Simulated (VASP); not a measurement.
Here is a VASP 6.6.1 calculation.

INCAR

```
SYSTEM = Al2GaP3
  PREC = Accurate
  ENCUT = 520
  EDIFF = 1E-6
  ISMEAR = 0
  SIGMA = 0.1
  LREAL = .False.
  LASPH = .True.
  NELM = 80
  ALGO = Normal
  ISIF = 2
  LWAVE = .False.
  LCHARG = .True.
  GGA = PE
  LELF = .True.
  LVHAR = .True.
  NBANDS = 26
```

Contents of KPOINTS:

```
Automatic mesh
0
Gamma
  6 6 4
  0 0 0
```

The input POSCAR:

```
Al2GaP3
1.0
    4.1128771780      0.0000000000      0.0000000000
   -2.0564385890      3.5618561188      0.0000000000
    0.0000000000      0.0000000000      7.1717664040
Al Ga P
2 1 3
Direct
    0.6666666667      0.3333333333      0.2834434931
    0.6666666667      0.3333333333      0.7165565069
    0.0000000000      0.0000000000      0.0000000000
    0.0000000000      0.0000000000      0.5000000000
    0.3333333333      0.6666666667      0.0000000000
    0.3333333333      0.6666666667      0.5000000000
```

Potentials or basis: VASP PAW PBE potentials, release 64 (Al, Ga_d, P).

The run is started by

```bash
$ cat potpaw_PBE.64/Al/POTCAR potpaw_PBE.64/Ga_d/POTCAR potpaw_PBE.64/P/POTCAR > POTCAR
$ mpirun -np 1 vasp_std > vasp.out
```

Estimate the pressure.

-0.1 GPa.

Predict the band gap on the k mesh.

zero (band 17 reaches 7.61 eV, above the bottom of band 18 at 6.81 eV).
